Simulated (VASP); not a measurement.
Input of a VASP 6.6.1 run:

INCAR

```
PREC     = Accurate       # precision mode
ENCUT    = 500            # plane-wave cutoff, eV
EDIFF    = 1E-6           # SCF threshold, eV
ISMEAR   = -1             # smearing method
SIGMA    = 0.05           # smearing width, eV
LREAL    = False          # projectors in reciprocal space
LASPH    = True           # aspherical terms in the spheres
NELM     = 120            # most SCF steps
ALGO     = Normal         # electronic algorithm
ISIF     = 2              # what is computed and relaxed
LWAVE    = False          # write WAVECAR
LCHARG   = True           # write CHGCAR
LELF     = True           # ELF
LVHAR    = True         
NBANDS   = 23             # bands
GGA_COMPAT= False
```

The input KPOINTS:

```
Automatic mesh
0
Gamma
  9 9 5
```

The input POSCAR:

```
Os
1.0
    2.6755051945      0.0000000000      0.0000000000
   -1.3377525972      2.3170554664      0.0000000000
    0.0000000000      0.0000000000      4.2403634975
Os
2
Direct
    0.3333333333      0.6666666667      0.2500000000
    0.6666666667      0.3333333333      0.7500000000
```

Potentials or basis: VASP PAW LDA potentials, release 64 (Os_sv_GW).

Run with:

```bash
$ cat potpaw_LDA.64/Os_sv_GW/POTCAR > POTCAR
$ mpirun -np 1 vasp_std > vasp.out
```

Predict the band gap on the k mesh.

zero (band 16 reaches 17.02 eV, above the bottom of band 17 at 12.76 eV).

Predict the pressure.

19.6 GPa.

Stress tensor (GPa, compression positive):
```
19.53  0.00  0.00
 0.00 19.53  0.00
 0.00  0.00 19.77
```

Caveat: spin-orbit coupling is left out, which moves the levels of the heavy elements.
